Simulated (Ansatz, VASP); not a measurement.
# One calculation of Ir, two programs

POSCAR

```
Ir
1.0
    0.0000000000      1.8717075000      1.8717075000
    1.8717075000      0.0000000000      1.8717075000
    1.8717075000      1.8717075000      0.0000000000
Ir
1
Direct
    0.0000000000      0.0000000000      0.0000000000
```

Contents of INCAR.step1:

```
PREC = Accurate ; ENCUT = 620
ISMEAR = 0 ; SIGMA = 0.15
LREAL = F ; LASPH = T
NELM = 120 ; NBANDS = 14
GGA = PE ; ALGO = Normal
EDIFF = 1E-5 ; LWAVE = T
LCHARG = F ; GGA_COMPAT = F
```

File INCAR.step2:

```
PREC = Accurate ; ENCUT = 620
EDIFF = 1E-6 ; ISMEAR = 0
SIGMA = 0.15 ; LREAL = F
LASPH = T ; NELM = 120
ALGO = Normal ; ISIF = 2
LWAVE = F ; LCHARG = T
METAGGA = R2SCAN ; LMIXTAU = T
LELF = T ; LVHAR = T
NBANDS = 14 ; ISTART = 1
GGA_COMPAT = F
```

KPOINTS

```
regular mesh
0
Gamma
  22 22 22
```

Input for Ansatz:

```yaml
crystal:
  lattice:
    - [0.0, 1.8717075, 1.8717075]
    - [1.8717075, 0.0, 1.8717075]
    - [1.8717075, 1.8717075, 0.0]
  atoms:
    - { symbol: Ir, position: [0.0, 0.0, 0.0] }
basis:
  ecutwfc: 500
kpoints:
  mp_grid: { grid: [22, 22, 22] }
hamiltonian:
  xc: r2scan
scf:
  occupations: { method: gaussian, width: 0.15 }
output:
  forces: true
  stress: true
  eigenvalues: true
```

Change from the starting cell: strain -0.025 along x and y, -0.025 along z, atoms carried along.

Alike in both runs: task single point; functional r2SCAN; k mesh 22 × 22 × 22; occupations gaussian, width 0.15 eV; no spin polarisation.

|  | VASP | Ansatz |
| --- | --- | --- |
| version | VASP 6.6.1 | Ansatz 0.2.0 |
| potentials or method | VASP PAW PBE potentials, release 64 (Ir_sv_GW), cutoff 620 eV | scalar-relativistic, plane waves, PAW |
| valence electrons in the cell | 17 | 17 |

```csv
,VASP,Ansatz,Ansatz less VASP
gap on the k mesh at the Fermi level (eV),none,none,-
pressure (GPa),35.9,36.9,+1.00
```

VASP's potentials were made for PBE, not for r2SCAN. A gap of «none» marks a metal or a gap that the smearing closes. Both programs put the cell under a high pressure, so it lies far from rest at this level.

Spin-orbit coupling is off throughout.
